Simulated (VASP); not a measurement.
# CdSe (F-43m) in VASP: further runs, part 3 of 3

VASP 6.6.1. The steps go on from the part before.

### Step 6. Electric field gradients, PBE (volume scaled by 1.01)

The input, INCAR:

```
SYSTEM = CdSe
ALGO = Normal ; EDIFF = 1E-8
ENCUT = 520 ; GGA = PE
ISIF = 2 ; ISMEAR = -1
LASPH = .TRUE. ; LCHARG = .FALSE.
LEFG = .TRUE. ; LREAL = .FALSE.
LWAVE = .FALSE. ; NBANDS = 16
NELM = 100 ; PREC = Accurate
SIGMA = 0.03
```

The input, KPOINTS:

```
k-points
0
G
  8 8 8
  0 0 0
```

The input, POSCAR:

```
CdSe
1.0
    0.0000000000      3.0804715101      3.0804715101
    3.0804715101      0.0000000000      3.0804715101
    3.0804715101      3.0804715101      0.0000000000
Cd Se
1 1
Direct
    0.0000000000      0.0000000000      0.0000000000
    0.2500000000      0.2500000000      0.2500000000
```

Potentials or basis: VASP PAW PBE potentials, release 64 (Cd, Se).

Run with:

```bash
cat potpaw_PBE.64/Cd/POTCAR potpaw_PBE.64/Se/POTCAR > POTCAR
mpirun -np 1 vasp_std > vasp.out
```

OUTCAR:

```text
SYSTEM = CdSe
   EDIFF = 1E-8
   ENCUT = 520
   GGA = PE
   ISIF = 2
   ISMEAR = -1
   LASPH = .TRUE.
   LREAL = .FALSE.
   NELM = 100
   PREC = Accurate

 ion  position               nearest neighbor table
   1  0.000  0.000  0.000-   2 2.67   2 2.67   2 2.67   2 2.67
   2  0.250  0.250  0.250-   1 2.67   1 2.67   1 2.67   1 2.67

  LATTYP: Found a face centered cubic cell.
 ALAT       =     6.1609430202

  Lattice vectors:

 A1 = (   0.0000000000,   3.0804715101,   3.0804715101)
 A2 = (   3.0804715101,   0.0000000000,   3.0804715101)
 A3 = (   3.0804715101,   3.0804715101,   0.0000000000)

Analysis of symmetry for initial positions (statically):
=====================================================================
 Subroutine PRICEL returns:
 Original cell was already a primitive cell.

 Routine SETGRP: Setting up the symmetry group for a
 face centered cubic supercell.

 Subroutine GETGRP returns: Found 24 space group operations
 (whereof 24 operations were pure point group operations)
 out of a pool of 48 trial point group operations.

The static configuration has the point symmetry T_d .

Analysis of symmetry for dynamics (positions and initial velocities):
=====================================================================
 Subroutine PRICEL returns:
 Original cell was already a primitive cell.

 Routine SETGRP: Setting up the symmetry group for a
 face centered cubic supercell.

 Subroutine GETGRP returns: Found 24 space group operations
 (whereof 24 operations were pure point group operations)
 out of a pool of 48 trial point group operations.

The dynamic configuration has the point symmetry T_d .

 Subroutine INISYM returns: Found 24 space group operations
 (whereof 24 operations are pure point group operations),
 and found     1 'primitive' translations

----------------------------------------------------------------------------------------

                                     Primitive cell

  volume of cell :      58.4631

  direct lattice vectors                    reciprocal lattice vectors
     0.000000000  3.080471510  3.080471510    -0.162312814  0.162312814  0.162312814
     3.080471510  0.000000000  3.080471510     0.162312814 -0.162312814  0.162312814
     3.080471510  3.080471510  0.000000000     0.162312814  0.162312814 -0.162312814

  length of vectors
     4.356444588  4.356444588  4.356444588     0.281134041  0.281134041  0.281134041

  position of ions in fractional coordinates (direct lattice)
     0.000000000  0.000000000  0.000000000
     0.250000000  0.250000000  0.250000000

  ion indices of the primitive-cell ions
   primitive index   ion index
                 1           1
                 2           2

----------------------------------------------------------------------------------------

 KPOINTS: k-points

Automatic generation of k-mesh.
 Grid dimensions read from file:
 generate k-points for:    8    8    8

 Generating k-lattice:

  Cartesian coordinates                     Fractional coordinates (reciprocal lattice)
    -0.020289102  0.020289102  0.020289102     0.125000000  0.000000000  0.000000000
[... 64 lines left out ...]
   NFREE  =      0    steps in history (QN), initial steepest desc. (CG)
   ISIF   =      2    stress and relaxation
   ISYM   =      2    0-nonsym 1-usesym 2-fastsym
   POTIM  = 0.5000    time-step for ionic-motion
   TEBEG  =    0.0;   TEEND  =   0.0 temperature during run
   PSTRESS=    0.0 pullay stress
   NELECT =      18.0000    total number of electrons
   NUPDOWN=      -1.0000    fix difference up-down
   EMIN   =  10.00;   EMAX   =-10.00  energy-range for DOS
   EFERMI =   0.00;   METHOD = LEGACY
   ISMEAR =    -1;   SIGMA  =   0.03  broadening in eV -4-tet -1-fermi 0-gaus
   EFERMI_NEDOS =   21; number of points for ismear=-14 and -15
   IALGO  =     38    algorithm
   IMIX   =      4    mixing-type and parameters
     AMIX     =   0.40;   BMIX     =  1.00
     AMIX_MAG =   1.60;   BMIX_MAG =  1.00
  volume/ion in A,a.u.               =      29.23       197.26
  Fermi-wavevector in a.u.,A,eV,Ry     =   1.105448  2.088995 16.626539  1.222016
  Thomas-Fermi vector in A             =   2.241936
   LORBIT       =      0    0 simple, 1 ext, 2 COOP (PROOUT), +10 PAW based schemes
   GGA     = PE    functional components
   LHFCALC =     F    Hartree Fock is set to
   AEXX    =    0.0000 exact exchange contribution
   IVDW    =     0    specifies the selected vdW correction
   LEPSILON=     F    determine dielectric tensor
   LRPA    =     F    only Hartree local field effects (RPA)
 non-spin polarized calculation
  energy-cutoff  :      520.00
  volume of cell :       58.46
 maximum number of plane-waves:      1591
   NGX = 17   NGY = 17   NGZ = 17

 number of electron      18.0000009 magnetization

 Free energy of the ion-electron system (eV)
  ---------------------------------------------------
  ext. energy  EPLUGINS =         0.00000000
  ---------------------------------------------------
  free energy    TOTEN  =        -5.49521359 eV

  energy without entropy =       -5.49521295  energy(sigma->0) =       -5.49521327

 E-fermi :   0.9261     XC(G=0):  -8.7112

 val. band max:        0.6433375356   @ k =   0.0000   0.0000   0.0000
 cond. band min:       1.1723383816   @ k =   0.0000   0.0000   0.0000
 fundamental gap:      0.5290008460
 Fermi energy:         0.9261091929

 k-point     1 :       0.0000    0.0000    0.0000
  band No.  band energies     occupation
      1     -11.7413      2.00000
      2      -7.1688      2.00000
      3      -7.1688      2.00000
      4      -7.1688      2.00000
      5      -6.8344      2.00000
      6      -6.8344      2.00000
[... 433 lines left out ...]
      3      -7.0298      2.00000
      4      -6.8508      2.00000
      5      -6.8194      2.00000
      6      -6.4895      2.00000
[... 8 lines left out ...]
     15      12.2120      0.00000
     16      13.1425      0.00000

 [... further k-points ...]
[... 5 lines left out ...]
  --------------------------------------------------------------------------------------
  -------------------------------------------------------------------------------------
  Total        0.3874788      0.3874788      0.3874788     -0.0000000     -0.0000000     -0.0000000
  in kB       10.6188376     10.6188376     10.6188376     -0.0000000     -0.0000000     -0.0000000
  external PRESSURE =      10.6188376 kB  Pullay stress =       0.0000000 kB

 VOLUME and BASIS-vectors are now :
 -----------------------------------------------------------------------------
  energy-cutoff  :      520.00
  volume of cell :       58.46
      direct lattice vectors                 reciprocal lattice vectors
     0.000000000  3.080471510  3.080471510    -0.162312814  0.162312814  0.162312814
     3.080471510  0.000000000  3.080471510     0.162312814 -0.162312814  0.162312814
     3.080471510  3.080471510  0.000000000     0.162312814  0.162312814 -0.162312814

 POSITION                                       TOTAL-FORCE (eV/Angst)
 -----------------------------------------------------------------------------------
      0.00000      0.00000      0.00000        -0.000000     -0.000000     -0.000000
      1.54024      1.54024      1.54024         0.000000      0.000000      0.000000
 -----------------------------------------------------------------------------------
    total drift:                               -0.000001     -0.000001     -0.000000

  FREE ENERGIE OF THE ION-ELECTRON SYSTEM (eV)
  ---------------------------------------------------
  free  energy   TOTEN  =        -5.4952135920 eV

  energy  without entropy=       -5.4952129503  energy(sigma->0) =       -5.49521327

 Electric field gradients (V/A^2)
---------------------------------------------------------------------
 ion       V_xx      V_yy      V_zz      V_xy      V_xz      V_yz
---------------------------------------------------------------------
   1       0.000     0.000    -0.000    -0.002    -0.002    -0.002
   2      -0.000     0.000     0.000     0.000     0.000     0.000
---------------------------------------------------------------------

 Electric field gradients after diagonalization (V/A^2)
 (convention: |V_zz| > |V_xx| > |V_yy|)
----------------------------------------------------------------------
 ion       V_xx      V_yy      V_zz     asymmetry (V_yy - V_xx)/ V_zz
----------------------------------------------------------------------
   1       0.002     0.002    -0.004       0.000
   2      -0.000    -0.000     0.001       0.000
----------------------------------------------------------------------

           NMR quadrupolar parameters

 Cq : quadrupolar parameter    Cq=e*Q*V_zz/h
 eta: asymmetry parameters     (V_yy - V_xx)/ V_zz
 Q  : nuclear electric quadrupole moment in mb (millibarn)
----------------------------------------------------------------------
 ion       Cq(MHz)       eta       Q (mb)
----------------------------------------------------------------------
   1      -0.000       0.000       1.000
   2       0.000       0.000       1.000
----------------------------------------------------------------------
```

stdout:

```text
POSCAR found type information on POSCAR CdSe
 POSCAR found :  2 types and       2 ions
 scaLAPACK will be used
 LDA part: xc-table for (Slater+PW92), standard interpolation
 POSCAR, INCAR and KPOINTS ok, starting setup
 FFT: planning ... GRIDC
 FFT: planning ... GRID_SOFT
 FFT: planning ... GRID
 WAVECAR not read
 entering main loop
ion   1

ion   2
```

Run time: 19 s. Hardware: 1 thread of AMD EPYC 9R45 (Zen 5), shared host; peak memory 0.16 GiB.

Results:

```
Free energy            : -5.4952 eV
Pressure               : 1.1 GPa
Band gap on the k mesh : 0.53 eV, direct
```

Caveat: without QUAD_EFG the Cq values of the log hold for a quadrupole moment of 1 mb, not for the nuclei.

### Step 7. Summary

| cell | gap on the mesh (eV) | pressure (GPa) |
| --- | --- | --- |
| a = 4.283 Å, angles 60.0°, 2 atoms | 0.63 | 3.9 |
| a = 4.313 Å, angles 60.0°, 2 atoms | 0.59 | 2.7 |
| a = 4.327 Å, angles 60.0°, 2 atoms | 0.57 | 2.1 |
| a = 4.356 Å, angles 60.0°, 2 atoms | 0.53 | 1.1 |

Alike in all rows: task electric field gradients; level PBE; potentials or basis VASP PAW PBE potentials, release 64 (Cd, Se); no spin polarisation; k mesh 8 × 8 × 8; cutoff (eV) 520; smearing fermi-dirac 0.03 eV.

Total energies depend on the potentials used, so only differences within one code and one set of settings carry meaning.
